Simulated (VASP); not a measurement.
# PbS (wurtzite type) (P6_3mc) in VASP: relaxation of cell and atoms with PBE

Aim: the relaxation of cell and atoms of PbS (wurtzite type) with PBE.

Everything below comes from runs of VASP 6.6.1. Logs are shortened: lines on timing, memory, paths and dates and some standing lists are left out, and cuts for length are marked.

## Step 1: The cell of the first run

It takes space group P6_3mc (No. 186, hexagonal). Conventional cell: a = 4.518 Å, b = 4.518 Å, c = 7.364 Å, α = 90.00°, β = 90.00°, γ = 120.00°. Pb (site symmetry 3m) has 4 S at 2.76 to 2.77 Å within 3.6 Å. Within 3.6 Å of S (site symmetry 3m) lie 4 Pb at 2.76 to 2.77 Å.

## Step 2: Relaxation of cell and atoms, PBE, target pressure 0.011 GPa, at which the enthalpy is minimised

Input file INCAR:

```
SYSTEM = PbS
ALGO = Normal ; EDIFF = 1E-6
EDIFFG = -0.005 ; ENCUT = 600
GGA = PE ; IBRION = 2
ISIF = 3 ; ISMEAR = -1
LASPH = .TRUE. ; LCHARG = .FALSE.
LREAL = .FALSE. ; LWAVE = .FALSE.
NELM = 80 ; NSW = 60
PREC = Accurate ; PSTRESS = 0.10999999999999999
SIGMA = 0.1
```

Input file KPOINTS:

```
k-points
0
G
  8 8 5
  0 0 0
```

Input file POSCAR:

```
PbS
1.0
    4.5175527533      0.0000000000      0.0000000000
   -2.2587763767      3.9123154473      0.0000000000
    0.0000000000      0.0000000000      7.3636109879
Pb S
2 2
Direct
    0.3333333333      0.6666666667      0.0000000000
    0.6666666667      0.3333333333      0.5000000000
    0.3333333333      0.6666666667      0.3760000000
    0.6666666667      0.3333333333      0.8760000000
```

Potentials or basis: VASP PAW PBE potentials, release 64 (Pb_d, S).

Run with:

```sh
$ cat potpaw_PBE.64/Pb_d/POTCAR potpaw_PBE.64/S/POTCAR > POTCAR
$ mpirun -np 1 vasp_std > vasp.out
```

OUTCAR:

```text
SYSTEM = PbS
   EDIFF = 1E-6
   EDIFFG = -0.005
   ENCUT = 600
   GGA = PE
   IBRION = 2
   ISIF = 3
   ISMEAR = -1
   LASPH = .TRUE.
   LREAL = .FALSE.
   NELM = 80
   NSW = 60
   PREC = Accurate
   PSTRESS = 0.10999999999999999

 ion  position               nearest neighbor table
   1  0.333  0.667  0.000-   4 2.76   4 2.76   4 2.76   3 2.77
   2  0.667  0.333  0.500-   3 2.76   3 2.76   3 2.76   4 2.77
   3  0.333  0.667  0.376-   2 2.76   2 2.76   2 2.76   1 2.77
   4  0.667  0.333  0.876-   1 2.76   1 2.76   1 2.76   2 2.77

  LATTYP: Found a hexagonal cell.
 ALAT       =     4.5175527533
 C/A-ratio  =     1.6300000000

  Lattice vectors:

 A1 = (   4.5175527533,   0.0000000000,   0.0000000000)
 A2 = (  -2.2587763767,   3.9123154473,   0.0000000000)
 A3 = (   0.0000000000,   0.0000000000,   7.3636109879)

Analysis of symmetry for initial positions (statically):
=====================================================================
 Subroutine PRICEL returns:
 Original cell was already a primitive cell.

 Routine SETGRP: Setting up the symmetry group for a
 hexagonal supercell.

 Subroutine GETGRP returns: Found 12 space group operations
 (whereof  6 operations were pure point group operations)
 out of a pool of 24 trial point group operations.

The static configuration has the point symmetry C_3v.
 The point group associated with its full space group is C_6v.

Analysis of symmetry for dynamics (positions and initial velocities):
=====================================================================
 Subroutine PRICEL returns:
 Original cell was already a primitive cell.

 Routine SETGRP: Setting up the symmetry group for a
 hexagonal supercell.

 Subroutine GETGRP returns: Found 12 space group operations
 (whereof  6 operations were pure point group operations)
 out of a pool of 24 trial point group operations.

The dynamic configuration has the point symmetry C_3v.
 The point group associated with its full space group is C_6v.

 Subroutine INISYM returns: Found 12 space group operations
 (whereof  6 operations are pure point group operations),
 and found     1 'primitive' translations

----------------------------------------------------------------------------------------

                                     Primitive cell

  volume of cell :     130.1451
[... 101 lines left out ...]
   POTIM  = 0.5000    time-step for ionic-motion
   TEBEG  =    0.0;   TEEND  =   0.0 temperature during run
   PSTRESS=    0.1 pullay stress
   NELECT =      40.0000    total number of electrons
   NUPDOWN=      -1.0000    fix difference up-down
   EMIN   =  10.00;   EMAX   =-10.00  energy-range for DOS
   EFERMI =   0.00;   METHOD = LEGACY
   ISMEAR =    -1;   SIGMA  =   0.10  broadening in eV -4-tet -1-fermi 0-gaus
   EFERMI_NEDOS =   21; number of points for ismear=-14 and -15
   IALGO  =     38    algorithm
   IMIX   =      4    mixing-type and parameters
     AMIX     =   0.40;   BMIX     =  1.00
     AMIX_MAG =   1.60;   BMIX_MAG =  1.00
  volume/ion in A,a.u.               =      32.54       219.57
  Fermi-wavevector in a.u.,A,eV,Ry     =   1.104805  2.087778 16.607182  1.220593
  Thomas-Fermi vector in A             =   2.241283
   LORBIT       =      0    0 simple, 1 ext, 2 COOP (PROOUT), +10 PAW based schemes
   GGA     = PE    functional components
   LHFCALC =     F    Hartree Fock is set to
   AEXX    =    0.0000 exact exchange contribution
   IVDW    =     0    specifies the selected vdW correction
   LEPSILON=     F    determine dielectric tensor
   LRPA    =     F    only Hartree local field effects (RPA)
 conjugate gradient relaxation of ions
 non-spin polarized calculation
  energy-cutoff  :      600.00
  volume of cell :      130.15
 maximum number of plane-waves:      4371
   NGX = 19   NGY = 19   NGZ = 29

--------------------------------------- Ionic step        1  -------------------------------------------

 number of electron      40.0000009 magnetization

 Free energy of the ion-electron system (eV)
  ---------------------------------------------------
  ext. energy  EPLUGINS =         0.00000000
  ---------------------------------------------------
  free energy    TOTEN  =       -16.76785915 eV

  energy without entropy =      -16.76776504  energy(sigma->0) =      -16.76781209

------------------------ aborting loop because EDIFF is reached ----------------------------------------

  FORCE on cell =-STRESS in cart. coord.  units (eV):
  Direction    XX          YY          ZZ          XY          YZ          ZX
  --------------------------------------------------------------------------------------
  -------------------------------------------------------------------------------------
  Total        4.2465149      4.2465149      3.3331567     -0.0000000      0.0000000      0.0000000
  in kB       52.2775588     52.2775588     41.0334822     -0.0000000      0.0000000      0.0000000
  external PRESSURE =      48.4195332 kB  Pullay stress =       0.1100000 kB
[... 103 lines left out ...]
  energy  without entropy=      -16.9783535276  energy(sigma->0) =      -16.97838134

  enthalpy is  TOTEN    =       -16.9684462842 eV   P V=        0.0099628646

[... ionic steps 4 to 25 ...]

--------------------------------------- Ionic step       26  -------------------------------------------

 number of electron      40.0000008 magnetization

------------------------ aborting loop because EDIFF is reached ----------------------------------------
[... 75 lines left out ...]
--------------------------------------- Ionic step       28  -------------------------------------------

 number of electron      40.0000006 magnetization

 Free energy of the ion-electron system (eV)
  ---------------------------------------------------
  ext. energy  EPLUGINS =         0.00000000
  ---------------------------------------------------
  free energy    TOTEN  =       -17.23927510 eV

  energy without entropy =      -17.23920739  energy(sigma->0) =      -17.23924124

 E-fermi :   4.1926     XC(G=0):  -8.3257

 val. band max:        3.3348862689   @ k =   0.3750   0.2500   0.4000
 cond. band min:       5.1616603749   @ k =   0.2500   0.1250   0.4000
 fundamental gap:      1.8267741060
 Fermi energy:         4.1926123155

 k-point     1 :       0.0000    0.0000    0.0000
  band No.  band energies     occupation
      1     -13.1940      2.00000
      2     -13.1128      2.00000
      3     -13.1128      2.00000
      4     -13.1122      2.00000
      5     -13.1122      2.00000
      6     -13.1100      2.00000
[... 637 lines left out ...]
     23       6.3038      0.00000
     24       6.7978      0.00000

 [... further k-points ...]
[... 5 lines left out ...]
  --------------------------------------------------------------------------------------
  -------------------------------------------------------------------------------------
  Total        0.0120808      0.0120808      0.0042341     -0.0000000      0.0000000      0.0000000
  in kB        0.1468313      0.1468313      0.0514622     -0.0000000      0.0000000      0.0000000
  external PRESSURE =       0.0050416 kB  Pullay stress =       0.1100000 kB
[... 23 lines left out ...]
  energy  without entropy=      -17.2392073853  energy(sigma->0) =      -17.23924124

  enthalpy is  TOTEN    =       -17.2302246824 eV   P V=        0.0090504159

 reached required accuracy - stopping structural energy minimisation
```

OSZICAR:

```text
N       E                     dE             d eps       ncg     rms          rms(c)
DAV:   1     0.431599356062E+03    0.43160E+03   -0.20599E+04  1440   0.189E+03
DAV:   2     0.345968234304E+02   -0.39700E+03   -0.39196E+03  1464   0.456E+02
[... 282 lines left out ...]
  27 F= -.17230223E+02 E0= -.17230189E+02  d E =-.938056E-03
       N       E                     dE             d eps       ncg     rms          rms(c)
DAV:   1    -0.172393711079E+02   -0.93179E-04   -0.33496E-03  1728   0.820E-01    0.545E-02
DAV:   2    -0.172392875892E+02    0.83519E-04   -0.20586E-04  1760   0.198E-01    0.207E-02
DAV:   3    -0.172392730267E+02    0.14563E-04   -0.66024E-05  1760   0.111E-01    0.523E-03
DAV:   4    -0.172392746685E+02   -0.16418E-05   -0.33991E-06  1296   0.145E-02    0.174E-03
DAV:   5    -0.172392750983E+02   -0.42975E-06   -0.53538E-07   856   0.826E-03
  28 F= -.17230225E+02 E0= -.17230191E+02  d E =-.940118E-03
```

CONTCAR:

```text
PbS
   1.00000000000000
     5.0301616599256942   -0.0000000000064682    0.0000000000000000
    -2.5150808300241230    4.3562477826492305   -0.0000000000000000
     0.0000000000000000   -0.0000000000000000    6.0157795827940159
  Pb              S
     2     2
Direct
     0.3333333332999970    0.6666666667000030    0.9392759562221439
     0.6666666667000030    0.3333333332999970    0.4392759562221443
     0.3333333332999970    0.6666666667000030    0.4367240437778535
     0.6666666667000030    0.3333333332999970    0.9367240437778537

  0.00000000E+00  0.00000000E+00  0.00000000E+00
  0.00000000E+00  0.00000000E+00  0.00000000E+00
  0.00000000E+00  0.00000000E+00  0.00000000E+00
  0.00000000E+00  0.00000000E+00  0.00000000E+00
```

Run time: 18 min. Hardware: 1 thread of AMD EPYC 9R45 (Zen 5), shared host; peak memory 0.31 GiB.

What came out:

```yaml
Free_energy: -17.2393 eV
Relaxed_volume: 32.96 Å³/atom
Relaxed_cell: a = 5.030 Å, b = 5.030 Å, c = 6.016 Å, α = 90.00°, β = 90.00°, γ = 120.00°
Space_group_after_relaxing_to_0.1_Å: P6_3/mmc (No. 194)
Energy_change_on_relaxing_the_run_minimises_the_enthalpy: -117.9 meV/atom
Ionic_steps: 28
Pressure_after_relaxing: 0.0 GPa
Largest_force_after_relaxing: 0.003 eV/Å
Band_gap_on_the_k_mesh: 1.83 eV (least direct gap 1.94 eV)
```

Forces on the atoms (eV/Å):
```
Pb   0.000  0.000 -0.003
Pb   0.000  0.000 -0.003
S    0.000  0.000  0.003
S    0.000  0.000  0.003
```

Step by step:
| step | energy change (eV) | largest force (eV/Å) | pressure (GPa) | volume (Å³) |
| --- | --- | --- | --- | --- |
| 1 | 0.0000 | 0.0465 | 4.85 | 130.15 |
| 2 | -0.1969 | 0.0202 | -1.00 | 149.55 |
| 3 | -0.2105 | 0.0141 | 0.00 | 145.11 |
| 4 | -0.2105 | 0.0150 | -0.08 | 145.42 |
| 5 | -0.2132 | 0.0401 | -0.07 | 145.38 |
| 6 | -0.2196 | 0.1232 | -0.03 | 145.21 |
| 7 | -0.2213 | 0.3292 | 0.15 | 144.74 |
| 8 | -0.2228 | 0.2348 | 0.06 | 144.96 |
| 9 | -0.2243 | 0.2381 | 0.05 | 144.97 |
| 10 | -0.2291 | 0.2499 | 0.02 | 144.99 |
| 11 | -0.2386 | 0.2783 | -0.02 | 145.01 |
| 12 | -0.2569 | 0.3519 | -0.13 | 144.92 |
| 13 | -0.2737 | 0.5642 | -0.23 | 144.26 |
| 14 | -0.2766 | 0.5614 | -0.27 | 144.23 |
| 15 | -0.2845 | 0.5546 | -0.36 | 144.15 |
| 16 | -0.2951 | 0.5461 | -0.54 | 143.93 |
| 17 | -0.2884 | 0.5450 | -0.74 | 143.30 |
| 18 | -0.2956 | 0.5520 | -0.62 | 143.73 |
| 19 | -0.3122 | 0.5000 | -0.68 | 143.34 |
| 20 | -0.3543 | 0.3638 | -0.80 | 142.17 |
| 21 | -0.4109 | 0.1637 | -0.95 | 139.84 |
| 22 | -0.4555 | 0.0068 | -0.66 | 135.27 |
| 23 | -0.4596 | 0.0140 | -0.45 | 134.00 |
| 24 | -0.4626 | 0.0066 | -0.01 | 132.01 |
| 25 | -0.4700 | 0.0031 | 0.22 | 131.17 |
| 26 | -0.4704 | 0.0032 | 0.30 | 130.93 |
| 27 | -0.4714 | 0.0024 | -0.01 | 131.89 |
| 28 | -0.4714 | 0.0032 | 0.01 | 131.82 |

Final structure:
```yaml
crystal:
  lattice:
    - [5.03016, 0.00000, 0.00000]
    - [-2.51508, 4.35625, 0.00000]
    - [0.00000, 0.00000, 6.01578]
  atoms:
    - { symbol: Pb, position: [0.33333, 0.66667, 0.93928] }
    - { symbol: Pb, position: [0.66667, 0.33333, 0.43928] }
    - { symbol: S, position: [0.33333, 0.66667, 0.43672] }
    - { symbol: S, position: [0.66667, 0.33333, 0.93672] }
```

Caveat: the cell is relaxed towards a set pressure, so the run minimises the enthalpy, not the energy; a cell axis changed by over 15 % at a fixed basis, so the end point is rough; spin-orbit coupling is left out, which moves the levels of the heavy elements.
